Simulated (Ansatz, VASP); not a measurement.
MnAs: VASP beside Ansatz

The input INCAR:

```
ALGO = Normal
EDIFF = 1E-6
ENCUT = 520
GGA = PE
ISIF = 2
ISMEAR = 1
ISPIN = 2
LASPH = True
LCHARG = True
LELF = True
LMAXMIX = 4
LORBIT = 11
LREAL = False
LVHAR = True
LWAVE = False
MAGMOM = 4 4 0 0
NBANDS = 30
NELM = 150
PREC = Accurate
SIGMA = 0.15
```

File KPOINTS:

```
k-points
0
Gamma
  7 7 4
```

Contents of POSCAR:

```
MnAs
1.0
    3.7100000000      0.0000000000      0.0000000000
   -1.8550000000      3.2129540000      0.0000000000
    0.0000000000      0.0000000000      5.6910000000
Mn As
2 2
Direct
    0.0000000000      0.0000000000      0.0000000000
    0.0000000000      0.0000000000      0.5000000000
    0.3333330000      0.6666670000      0.2500000000
    0.6666670000      0.3333330000      0.7500000000
```

Input for Ansatz:

```yaml
crystal:
  lattice:
    - [3.71, 0.0, 0.0]
    - [-1.855, 3.212954, 0.0]
    - [0.0, 0.0, 5.691]
  atoms:
    - { symbol: Mn, position: [0.0, 0.0, 0.0], spin: 4.0 }
    - { symbol: Mn, position: [0.0, 0.0, 0.5], spin: 4.0 }
    - { symbol: As, position: [0.333333, 0.666667, 0.25] }
    - { symbol: As, position: [0.666667, 0.333333, 0.75] }
magnetization:
  spin_polarized: true
kpoints:
  mp_grid: { grid: [7, 7, 4] }
hamiltonian:
  xc: pbe
scf:
  occupations: { method: cold, width: 0.15 }
output:
  stress: true
  eigenvalues: true
```

Alike in both runs: task single point; functional PBE; k mesh 7 × 7 × 4; collinear spin.

```csv
,VASP,Ansatz
version,VASP 6.6.1,Ansatz 0.2.0
potentials or method,"VASP PAW PBE potentials, release 64 (Mn_pv, As)","plane waves, PAW"
plane-wave cutoff (eV),520,420
occupations,"methfessel-paxton of order 1, width 0.15 eV","cold, width 0.15 eV"
valence electrons in the cell,36,60
```

VASP gave:

- gap on the k mesh at the Fermi level (eV): none
- pressure (GPa): -2.9
- traceless stress, the component that is largest in VASP (GPa): -1.72
- net moment per atom (μB): 1.59
- size of the moment on the site where the two differ most (μB): 3.23

**Question.** Estimate Ansatz's values.

**Answer.** gap on the k mesh at the Fermi level (eV): none; pressure (GPa): -3.0; traceless stress, the component that is largest in VASP (GPa): -1.75; net moment per atom (μB): 1.59; size of the moment on the site where the two differ most (μB): 3.19.

Site moments also hang on the region over which each program counts them. A gap of «none» marks a metal or a gap that the smearing closes. VASP's potentials hold 36 valence electrons a cell and Ansatz's 60, so a difference there can come from the potentials and not from the codes. Ansatz's warnings: stability check not made, structure snapped to symmetry.
